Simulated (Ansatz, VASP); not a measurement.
One calculation of AlN, two programs

File INCAR:

```
PREC = Accurate
ENCUT = 600
EDIFF = 1E-6
ISMEAR = 0
SIGMA = 0.05
LREAL = False
LASPH = True
NELM = 120
ALGO = Normal
ISIF = 2
LWAVE = False
LCHARG = False
GGA = PS
NBANDS = 26
GGA_COMPAT = False
```

File KPOINTS:

```
regular mesh
0
Gamma
  8 8 8
```

Contents of POSCAR:

```
AlN
1.0
   -3.1136926464      0.0000000000      0.0000000000
    0.0000000000      5.3930738627      0.0000000000
    1.5568463232     -2.6965369313     -4.9834165464
Al N
4 4
Direct
    0.9989971544      0.3360108944      0.9979943089
    0.4994947695      0.8291476962      0.9989895389
    0.2482547608      0.9146231333      0.4965095215
    0.7502371631      0.4172021239      0.5004743263
    0.8180332017      0.1504641406      0.6360664034
    0.2984748744      0.6327106022      0.5969497488
    0.0582540380      0.6901538899      0.1165080761
    0.5582540381      0.2596875195      0.1165080761
```

Input for Ansatz:

```yaml
crystal:
  lattice:
    - [-3.1136926464, 0.0, 0.0]
    - [0.0, 5.3930738627, 0.0]
    - [1.5568463232, -2.6965369313, -4.9834165464]
  atoms:
    - { symbol: Al, position: [0.9989971544, 0.3360108944, 0.9979943089] }
    - { symbol: Al, position: [0.4994947695, 0.8291476962, 0.9989895389] }
    - { symbol: Al, position: [0.2482547608, 0.9146231333, 0.4965095215] }
    - { symbol: Al, position: [0.7502371631, 0.4172021239, 0.5004743263] }
    - { symbol: "N", position: [0.8180332017, 0.1504641406, 0.6360664034] }
    - { symbol: "N", position: [0.2984748744, 0.6327106022, 0.5969497488] }
    - { symbol: "N", position: [0.058254038, 0.6901538899, 0.1165080761] }
    - { symbol: "N", position: [0.5582540381, 0.2596875195, 0.1165080761] }
basis:
  ecutwfc: 420
kpoints:
  mp_grid: { grid: [8, 8, 8] }
hamiltonian:
  xc: pbesol
scf:
  occupations: { method: gaussian, width: 0.05 }
output:
  forces: true
  stress: true
  eigenvalues: true
```

Change from the starting cell: mode 23 (716.9 1/cm) frozen in, largest displacement +0.188 Å.

Alike in both runs: task single point; functional PBEsol; k mesh 8 × 8 × 8; occupations gaussian, width 0.05 eV; no spin polarisation.

|  | VASP | Ansatz |
| --- | --- | --- |
| version | VASP 6.6.1 | Ansatz 0.2.0 |
| potentials or method | VASP PAW PBE potentials, release 64 (Al, N), cutoff 600 eV | scalar-relativistic, plane waves, PAW |
| valence electrons in the cell | 32 | 32 |

VASP gave:

* gap on the k mesh at the Fermi level (eV): 3.79
* least direct gap on the mesh (eV): 3.79
* pressure (GPa): 4.0
* traceless stress, the component that is largest in VASP (GPa): -2.69
* rms of the force components (eV/Å): 1.836

What did Ansatz give for the same quantities?

gap on the k mesh at the Fermi level (eV): 3.78; least direct gap on the mesh (eV): 3.78; pressure (GPa): 4.1; traceless stress, the component that is largest in VASP (GPa): -2.64; rms of the force components (eV/Å): 1.821.

VASP's potentials were made for PBE, not for PBEsol. Atom by atom the forces differ by 0.017 eV/Å (rms over components). With one functional, cell and mesh, what is left measures potentials, basis and numerics.
